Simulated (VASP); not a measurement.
# AlN (F-43m) in VASP: notebook

AlN is run at these levels: r2SCAN+D4, SVWN5, PBE; tasks: single point, relaxation of cell and atoms.

Everything below comes from runs of VASP 6.6.1. Logs are shortened: lines on timing, memory, paths and dates and some standing lists are left out, and cuts for length are marked.

### 1 The cell of the first run

Symmetry: F-43m, No. 216, cubic system. The conventional cell has a = 4.397 Å, b = 4.397 Å, c = 4.397 Å, α = 90.00°, β = 90.00°, γ = 90.00°. Within 2.5 Å of Al (site symmetry -43m) lie 4 N at 1.90 Å. Within 2.5 Å of N (site symmetry -43m) lie 4 Al at 1.90 Å.

### 2 Single point, r2SCAN+D4

The input, POSCAR:

```
AlN
1.0
    0.0000000000      2.1984575146      2.1984575146
    2.1984575146      0.0000000000      2.1984575146
    2.1984575146      2.1984575146      0.0000000000
Al N
1 1
Direct
    0.0000000000      0.0000000000      0.0000000000
    0.2500000000      0.2500000000      0.2500000000
```

The input, INCAR.step1:

```
SYSTEM = AlN
PREC = Accurate ; ENCUT = 520
ISMEAR = -1 ; SIGMA = 0.05
LREAL = .FALSE. ; LASPH = .TRUE.
NELM = 60 ; NBANDS = 11
GGA = PE ; ALGO = Normal
EDIFF = 1E-4 ; LWAVE = .TRUE.
LCHARG = .FALSE.
```

The input, INCAR.step2:

```
SYSTEM = AlN
PREC = Accurate ; ENCUT = 520
EDIFF = 1E-6 ; ISMEAR = -1
SIGMA = 0.05 ; LREAL = .FALSE.
LASPH = .TRUE. ; NELM = 60
ALGO = Normal ; ISIF = 2
LWAVE = .FALSE. ; LCHARG = .FALSE.
METAGGA = R2SCAN ; LMIXTAU = .TRUE.
IVDW = 13 ; VDW_S6 = 1.0
VDW_S8 = 0.6018749 ; VDW_A1 = 0.51559235
VDW_A2 = 5.77342911 ; NBANDS = 11
ISTART = 1
```

The input, KPOINTS:

```
regular mesh
0
G
  10 10 10
  0 0 0
```

Potentials or basis: VASP PAW PBE potentials, release 64 (Al, N).

Started as:

```
> cat potpaw_PBE.64/Al/POTCAR potpaw_PBE.64/N/POTCAR > POTCAR
> cp INCAR.step1 INCAR
> mpirun -np 1 vasp_std > vasp.out
> cp INCAR.step2 INCAR
> mpirun -np 1 vasp_std > vasp.out
```

OUTCAR:

```text
SYSTEM = AlN
   PREC = Accurate
   ENCUT = 520
   EDIFF = 1E-6
   ISMEAR = -1
   LREAL = .FALSE.
   LASPH = .TRUE.
   NELM = 60
   ISIF = 2
   METAGGA = R2SCAN
   IVDW = 13
   ISTART = 1

 ion  position               nearest neighbor table
   1  0.000  0.000  0.000-   2 1.90   2 1.90   2 1.90   2 1.90
   2  0.250  0.250  0.250-   1 1.90   1 1.90   1 1.90   1 1.90

  LATTYP: Found a face centered cubic cell.
 ALAT       =     4.3969150292

  Lattice vectors:

 A1 = (   0.0000000000,   2.1984575146,   2.1984575146)
 A2 = (   2.1984575146,   0.0000000000,   2.1984575146)
 A3 = (   2.1984575146,   2.1984575146,   0.0000000000)

Analysis of symmetry for initial positions (statically):
=====================================================================
 Subroutine PRICEL returns:
 Original cell was already a primitive cell.

 Routine SETGRP: Setting up the symmetry group for a
 face centered cubic supercell.

 Subroutine GETGRP returns: Found 24 space group operations
 (whereof 24 operations were pure point group operations)
 out of a pool of 48 trial point group operations.

The static configuration has the point symmetry T_d .

Analysis of symmetry for dynamics (positions and initial velocities):
=====================================================================
 Subroutine PRICEL returns:
 Original cell was already a primitive cell.

 Routine SETGRP: Setting up the symmetry group for a
 face centered cubic supercell.

 Subroutine GETGRP returns: Found 24 space group operations
 (whereof 24 operations were pure point group operations)
 out of a pool of 48 trial point group operations.

The dynamic configuration has the point symmetry T_d .

 Subroutine INISYM returns: Found 24 space group operations
 (whereof 24 operations are pure point group operations),
 and found     1 'primitive' translations

----------------------------------------------------------------------------------------

                                     Primitive cell

  volume of cell :      21.2512

  direct lattice vectors                    reciprocal lattice vectors
     0.000000000  2.198457515  2.198457515    -0.227432187  0.227432187  0.227432187
     2.198457515  0.000000000  2.198457515     0.227432187 -0.227432187  0.227432187
     2.198457515  2.198457515  0.000000000     0.227432187  0.227432187 -0.227432187

  length of vectors
     3.109088433  3.109088433  3.109088433     0.393924103  0.393924103  0.393924103

  position of ions in fractional coordinates (direct lattice)
[... 87 lines left out ...]
   POTIM  = 0.5000    time-step for ionic-motion
   TEBEG  =    0.0;   TEEND  =   0.0 temperature during run
   PSTRESS=    0.0 pullay stress
   NELECT =       8.0000    total number of electrons
   NUPDOWN=      -1.0000    fix difference up-down
   EMIN   =  10.00;   EMAX   =-10.00  energy-range for DOS
   EFERMI =   0.00;   METHOD = LEGACY
   ISMEAR =    -1;   SIGMA  =   0.05  broadening in eV -4-tet -1-fermi 0-gaus
   EFERMI_NEDOS =   21; number of points for ismear=-14 and -15
   IALGO  =     38    algorithm
   IMIX   =      4    mixing-type and parameters
     AMIX     =   0.40;   BMIX     =  1.00
     AMIX_MAG =   1.60;   BMIX_MAG =  1.00
  volume/ion in A,a.u.               =      10.63        71.71
  Fermi-wavevector in a.u.,A,eV,Ry     =   1.182071  2.233790 19.011297  1.397291
  Thomas-Fermi vector in A             =   2.318332
   LORBIT       =      0    0 simple, 1 ext, 2 COOP (PROOUT), +10 PAW based schemes
   METAGGA = R2SCAN    functional components
   LHFCALC =     F    Hartree Fock is set to
   AEXX    =    0.0000 exact exchange contribution
   IVDW    =    13    specifies the selected vdW correction
   LEPSILON=     F    determine dielectric tensor
   LRPA    =     F    only Hartree local field effects (RPA)
 non-spin polarized calculation
  energy-cutoff  :      520.00
  volume of cell :       21.25
 maximum number of plane-waves:       588
   NGX = 11   NGY = 11   NGZ = 11

 number of electron       8.0000001 magnetization

 Free energy of the ion-electron system (eV)
  ---------------------------------------------------
  ext. energy  EPLUGINS =         0.00000000
  ---------------------------------------------------
  free energy    TOTEN  =       -19.17452055 eV

  energy without entropy =      -19.17452055  energy(sigma->0) =      -19.17452055

 E-fermi :   6.5347     XC(G=0): -11.3291

 val. band max:        5.5101745265   @ k =   0.0000   0.0000   0.0000
 cond. band min:       9.4289389195   @ k =   0.5000   0.5000   0.0000
 fundamental gap:      3.9187643929
 Fermi energy:         6.5346798513

 k-point     1 :       0.0000    0.0000    0.0000
  band No.  band energies     occupation
      1     -10.1175      2.00000
      2       5.5102      2.00000
      3       5.5102      2.00000
      4       5.5102      2.00000
      5      10.2184      0.00000
      6      18.8288      0.00000
      7      18.8288      0.00000
      8      18.8288      0.00000
      9      23.8807      0.00000
     10      23.8807      0.00000
     11      25.5496      0.00000
[... 309 lines left out ...]
 k-point    24 :       0.4000    0.3000    0.0000
  band No.  band energies     occupation
      1      -8.1833      2.00000
      2       1.3602      2.00000
      3       3.8116      2.00000
      4       4.0995      2.00000
      5      11.0333      0.00000
      6      15.7910      0.00000
      7      18.5613      0.00000
      8      20.9704      0.00000
      9      21.5246      0.00000
     10      27.7227      0.00000
     11      30.0229      0.00000

 [... further k-points ...]

------------------------ aborting loop because EDIFF is reached ----------------------------------------

  DFT-D4 for vdW energy calculation

  Edisp (eV):   -0.22585

  FORCE on cell =-STRESS in cart. coord.  units (eV):
  Direction    XX          YY          ZZ          XY          YZ          ZX
  --------------------------------------------------------------------------------------
  -------------------------------------------------------------------------------------
  Total      -0.76679    -0.76679    -0.76679     0.00000    -0.00000     0.00000
  in kB     -57.80962   -57.80962   -57.80962     0.00000    -0.00000     0.00000
  external pressure =      -57.81 kB  Pullay stress =        0.00 kB

 VOLUME and BASIS-vectors are now :
 -----------------------------------------------------------------------------
  energy-cutoff  :      520.00
  volume of cell :       21.25
      direct lattice vectors                 reciprocal lattice vectors
     0.000000000  2.198457515  2.198457515    -0.227432187  0.227432187  0.227432187
     2.198457515  0.000000000  2.198457515     0.227432187 -0.227432187  0.227432187
     2.198457515  2.198457515  0.000000000     0.227432187  0.227432187 -0.227432187

 POSITION                                       TOTAL-FORCE (eV/Angst)
 -----------------------------------------------------------------------------------
      0.00000      0.00000      0.00000         0.000000      0.000000      0.000000
      1.09923      1.09923      1.09923        -0.000000     -0.000000     -0.000000
 -----------------------------------------------------------------------------------
    total drift:                                0.000001      0.000001      0.000000

  FREE ENERGIE OF THE ION-ELECTRON SYSTEM (eV)
  ---------------------------------------------------
  free  energy   TOTEN  =       -19.4003706588 eV

  energy  without entropy=      -19.4003706587  energy(sigma->0) =      -19.40037066
```

OUTCAR.step1:

```text
SYSTEM = AlN
   PREC = Accurate
   ENCUT = 520
   ISMEAR = -1
   LREAL = .FALSE.
   LASPH = .TRUE.
[... 556 lines left out ...]
      0.00000      0.00000      0.00000         0.000000      0.000000      0.000000
      1.09923      1.09923      1.09923        -0.000000     -0.000000     -0.000000
 -----------------------------------------------------------------------------------
    total drift:                                0.000000      0.000000      0.000000

  FREE ENERGIE OF THE ION-ELECTRON SYSTEM (eV)
  ---------------------------------------------------
  free  energy   TOTEN  =       -14.8472881255 eV

  energy  without entropy=      -14.8472881254  energy(sigma->0) =      -14.84728813
```

It took 22 s on 1 thread of Intel Xeon Platinum 8375C at 2.90GHz (Ice Lake), shared host; peak memory 0.14 GiB.

Results:

```yaml
Free_energy: -19.4004 eV
Pressure: -5.8 GPa
Band_gap_on_the_k_mesh: 3.92 eV, indirect (least direct gap 4.71 eV)
Dispersion_energy_per_atom: -0.113 eV
```

Caveat: the PAW data sets were made with another functional, which shifts forces and pressure a little. A k mesh can miss the band edges.

### 3 Single point, r2SCAN+D4

This run uses another cell than the first one, of 10.83 Å³/atom, 1.020 times its volume.

The input, POSCAR:

```
AlN
1.0
    0.0000000000      2.2127336128      2.2127336128
    2.2127336128      0.0000000000      2.2127336128
    2.2127336128      2.2127336128      0.0000000000
Al N
1 1
Direct
    0.0000000000      0.0000000000      0.0000000000
    0.2500000000      0.2500000000      0.2500000000
```

The input, INCAR.step1:

```
SYSTEM = AlN
  ALGO = Normal
  EDIFF = 1E-4
  ENCUT = 520
  GGA = PE
  ISMEAR = -1
  LASPH = .TRUE.
  LCHARG = .FALSE.
  LREAL = .FALSE.
  LWAVE = .TRUE.
  NBANDS = 11
  NELM = 80
  PREC = Accurate
  SIGMA = 0.05
```

The input, INCAR.step2:

```
SYSTEM = AlN
  ALGO = Normal
  EDIFF = 1E-6
  ENCUT = 520
  ISIF = 2
  ISMEAR = -1
  ISTART = 1
  IVDW = 13
  LASPH = .TRUE.
  LCHARG = .FALSE.
  LMIXTAU = .TRUE.
  LREAL = .FALSE.
  LWAVE = .FALSE.
  METAGGA = R2SCAN
  NBANDS = 11
  NELM = 80
  PREC = Accurate
  SIGMA = 0.05
  VDW_A1 = 0.51559235
  VDW_A2 = 5.77342911
  VDW_S6 = 1.0
  VDW_S8 = 0.6018749
```

The input, KPOINTS:

```
k-points
0
G
  10 10 10
  0 0 0
```

Potentials or basis: VASP PAW PBE potentials, release 64 (Al, N).

Started as:

```
> cat potpaw_PBE.64/Al/POTCAR potpaw_PBE.64/N/POTCAR > POTCAR
> cp INCAR.step1 INCAR
> mpirun -np 1 vasp_std > vasp.out
> cp INCAR.step2 INCAR
> mpirun -np 1 vasp_std > vasp.out
```

OUTCAR:

```text
SYSTEM = AlN
   EDIFF = 1E-6
   ENCUT = 520
   ISIF = 2
   ISMEAR = -1
   ISTART = 1
   IVDW = 13
   LASPH = .TRUE.
   LREAL = .FALSE.
   METAGGA = R2SCAN
   NELM = 80
   PREC = Accurate

 ion  position               nearest neighbor table
   1  0.000  0.000  0.000-   2 1.92   2 1.92   2 1.92   2 1.92
   2  0.250  0.250  0.250-   1 1.92   1 1.92   1 1.92   1 1.92

  LATTYP: Found a face centered cubic cell.
 ALAT       =     4.4254672256

  Lattice vectors:

 A1 = (   0.0000000000,   2.2127336128,   2.2127336128)
[... 522 lines left out ...]

  DFT-D4 for vdW energy calculation

  Edisp (eV):   -0.22172

  FORCE on cell =-STRESS in cart. coord.  units (eV):
  Direction    XX          YY          ZZ          XY          YZ          ZX
  --------------------------------------------------------------------------------------
  -------------------------------------------------------------------------------------
  Total      -1.26819    -1.26819    -1.26819     0.00000     0.00000    -0.00000
  in kB     -93.77319   -93.77319   -93.77319     0.00000     0.00000    -0.00000
  external pressure =      -93.77 kB  Pullay stress =        0.00 kB

 VOLUME and BASIS-vectors are now :
 -----------------------------------------------------------------------------
  energy-cutoff  :      520.00
  volume of cell :       21.67
      direct lattice vectors                 reciprocal lattice vectors
     0.000000000  2.212733613  2.212733613    -0.225964841  0.225964841  0.225964841
     2.212733613  0.000000000  2.212733613     0.225964841 -0.225964841  0.225964841
     2.212733613  2.212733613  0.000000000     0.225964841  0.225964841 -0.225964841

 POSITION                                       TOTAL-FORCE (eV/Angst)
 -----------------------------------------------------------------------------------
      0.00000      0.00000      0.00000         0.000000      0.000000      0.000000
      1.10637      1.10637      1.10637        -0.000000     -0.000000     -0.000000
 -----------------------------------------------------------------------------------
    total drift:                                0.000002      0.000002      0.000002

  FREE ENERGIE OF THE ION-ELECTRON SYSTEM (eV)
  ---------------------------------------------------
  free  energy   TOTEN  =       -19.3809408716 eV

  energy  without entropy=      -19.3809408716  energy(sigma->0) =      -19.38094087
```

OSZICAR.step1:

```text
N       E                     dE             d eps       ncg     rms          rms(c)
DAV:   1     0.106210566185E+02    0.10621E+02   -0.36380E+03  1058   0.588E+02
DAV:   2    -0.162402054183E+02   -0.26861E+02   -0.25657E+02  1263   0.137E+02
DAV:   3    -0.171478945512E+02   -0.90769E+00   -0.90643E+00  1273   0.234E+01
DAV:   4    -0.171527253671E+02   -0.48308E-02   -0.48306E-02  1178   0.185E+00
DAV:   5    -0.171527854965E+02   -0.60129E-04   -0.60129E-04  1259   0.203E-01    0.844E+00
DAV:   6    -0.148519091234E+02    0.23009E+01   -0.12005E+01  1223   0.171E+01    0.279E+00
DAV:   7    -0.148507310333E+02    0.11781E-02   -0.15409E-01  1136   0.316E+00    0.201E+00
DAV:   8    -0.148456233396E+02    0.51077E-02   -0.30293E-02  1118   0.164E+00    0.598E-01
DAV:   9    -0.148440524067E+02    0.15709E-02   -0.44777E-03  1235   0.396E-01    0.235E-01
DAV:  10    -0.148440993674E+02   -0.46961E-04   -0.48191E-04  1091   0.141E-01
   1 F= -.14844099E+02 E0= -.14844099E+02  d E =-.124146E-10
```

Run time: 22 s. Hardware: 1 thread of Intel Xeon Platinum 8375C at 2.90GHz (Ice Lake), shared host; peak memory 0.14 GiB.

What came out:

* Free energy: -19.3809 eV
* Pressure: -9.4 GPa
* Band gap on the k mesh: 3.90 eV, indirect (least direct gap 4.53 eV)
* Dispersion energy per atom: -0.111 eV

Levels at points of the mesh, in eV from the valence-band top:
```
           k point  band 1  band 2  band 3  band 4  band 5  band 6  band 7  band 8  band 9
(0.00, 0.00, 0.00)  -15.52    0.00    0.00    0.00    4.53   13.12   13.12   13.12   18.21
(0.50, 0.00, 0.00)  -13.62   -5.73   -0.48   -0.48    7.84   10.54   11.69   11.69   18.78
(0.50, 0.50, 0.00)  -13.02   -4.83   -1.76   -1.76    3.90    9.23   14.65   16.45   16.45
```

Caveat: the PAW data sets were made with another functional, which shifts forces and pressure a little. r2SCAN opens gaps a little over a GGA but as a rule still falls short of measured ones.

(Part 1 of 2 ends here.)
